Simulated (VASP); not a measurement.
A run of VASP 6.6.1:

Contents of POSCAR:

```
AlN
1.0
    0.0000000000      2.0974813560      2.2683174736
    2.0974813560      0.0000000000      2.2683174736
    2.0974813560      2.0974813560      0.0000000000
Al N
1 1
Direct
    0.0000000000      0.0000000000      0.0000000000
    0.2500000000      0.2500000000      0.2500000000
```

The input INCAR.step1:

```
SYSTEM = AlN
PREC     = Accurate       ! precision mode
ENCUT    = 520            ! plane-wave cutoff, eV
EDIFF    = 1E-5           ! SCF threshold, eV
ISMEAR   = 0              ! smearing method
SIGMA    = 0.01           ! smearing width, eV
LREAL    = .False.        ! projectors in reciprocal space
LASPH    = .True.         ! aspherical terms in the spheres
NELM     = 80             ! most SCF steps
ALGO     = Normal         ! electronic algorithm
ISIF     = 2              ! what is computed and relaxed
LWAVE    = .True.         ! write WAVECAR
GGA      = PE             ! functional
NBANDS   = 11             ! bands
```

Contents of INCAR.step2:

```
SYSTEM = AlN
PREC     = Accurate       ! precision mode
ENCUT    = 520            ! plane-wave cutoff, eV
EDIFF    = 1E-6           ! SCF threshold, eV
ISMEAR   = 0              ! smearing method
SIGMA    = 0.01           ! smearing width, eV
LREAL    = .False.        ! projectors in reciprocal space
LASPH    = .True.         ! aspherical terms in the spheres
NELM     = 80             ! most SCF steps
ALGO     = Normal         ! electronic algorithm
ISIF     = 2              ! what is computed and relaxed
LWAVE    = .False.        ! write WAVECAR
LCHARG   = .True.         ! write CHGCAR
GGA      = PE             ! functional
LHFCALC  = .True.         ! exact exchange
HFSCREEN = 0.2079         ! screening, 1/A
PRECFOCK = Normal       
LELF     = .True.         ! ELF
LVHAR    = .True.       
ISTART   = 1            
NBANDS   = 11             ! bands
```

The input KPOINTS:

```
regular mesh
0
Gamma
  8 8 8
  0 0 0
```

Potentials or basis: VASP PAW PBE potentials, release 64 (Al, N).

The run is started by

```sh
$ cat potpaw_PBE.64/Al/POTCAR potpaw_PBE.64/N/POTCAR > POTCAR
$ cp INCAR.step1 INCAR
$ mpirun -np 1 vasp_std > vasp.out
$ cp INCAR.step2 INCAR
$ mpirun -np 1 vasp_std > vasp.out
```

Hardware: 1 thread of Intel(R) Xeon(R) Platinum 8488C (Sapphire Rapids) (shared host).

Task: Estimate the wall time of this run.

Result: It took 36 min on 1 thread of Intel(R) Xeon(R) Platinum 8488C (Sapphire Rapids), with other jobs on the host, peak memory 0.26 GiB. Counts: k points 59.
